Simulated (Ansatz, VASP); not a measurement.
**Two plane-wave programs on Ti2HC**

File INCAR:

```
SYSTEM = Ti2HC
PREC = Accurate ; ENCUT = 520
EDIFF = 1E-6 ; ISMEAR = 0
SIGMA = 0.05 ; LREAL = .FALSE.
LASPH = .TRUE. ; NELM = 80
ALGO = Normal ; ISIF = 2
LWAVE = .FALSE. ; LCHARG = .FALSE.
GGA = CA ; NBANDS = 22
```

File KPOINTS:

```
regular mesh
0
G
  12 12 12
  0 0 0
```

Contents of POSCAR:

```
Ti2HC
1.0
   -1.6452927404      2.8497306198      0.0000000000
   -3.2905854809      0.0000000000      0.0000000000
   -1.6452927404      0.9499102066      5.0953206486
Ti H C
2 1 1
Direct
    0.2439459500      0.2439459500      0.2681621500
    0.7560540500      0.7560540500      0.7318378500
    0.0000000000      0.0000000000      0.0000000000
    0.5000000000      0.5000000000      0.5000000000
```

Input for Ansatz:

```yaml
crystal:
  lattice:
    - [-1.6452927404, 2.8497306198, 0.0]
    - [-3.2905854809, 0.0, 0.0]
    - [-1.6452927404, 0.9499102066, 5.0953206486]
  atoms:
    - { symbol: Ti, position: [0.24394595, 0.24394595, 0.26816215] }
    - { symbol: Ti, position: [0.75605405, 0.75605405, 0.73183785] }
    - { symbol: H, position: [0.0, 0.0, 0.0] }
    - { symbol: C, position: [0.5, 0.5, 0.5] }
basis:
  ecutwfc: 420
  fft_grid_basis: typed
kpoints:
  mp_grid: { grid: [12, 12, 12] }
hamiltonian:
  xc: lda
  pseudopotentials: { kind: paw }
scf:
  occupations: { method: gaussian, width: 0.05 }
output:
  forces: true
  stress: true
  eigenvalues: true
  bader: true
  write_density: true
  volumetric_format: npy
  elf: true
```

Alike in both runs: task single point; functional LDA; k mesh 12 × 12 × 12; occupations gaussian, width 0.05 eV; no spin polarisation.

|  | VASP | Ansatz |
| --- | --- | --- |
| version | VASP 6.6.1 | Ansatz 0.2.0 |
| potentials or method | VASP PAW LDA potentials, release 64 (Ti_sv, H, C), cutoff 520 eV | scalar-relativistic, plane waves, PAW |
| valence electrons in the cell | 29 | 29 |

|  | VASP | Ansatz | Ansatz less VASP |
| --- | --- | --- | --- |
| gap on the k mesh at the Fermi level (eV) | none | none | - |
| rms of the force components (eV/Å) | 0.677 | 0.691 | +0.0136 |

LDA's correlation is that of Perdew and Zunger in VASP and of Perdew and Wang (1992) in Ansatz. Atom by atom the forces differ by 0.014 eV/Å (rms over components). A gap of «none» marks a metal or a gap that the smearing closes.
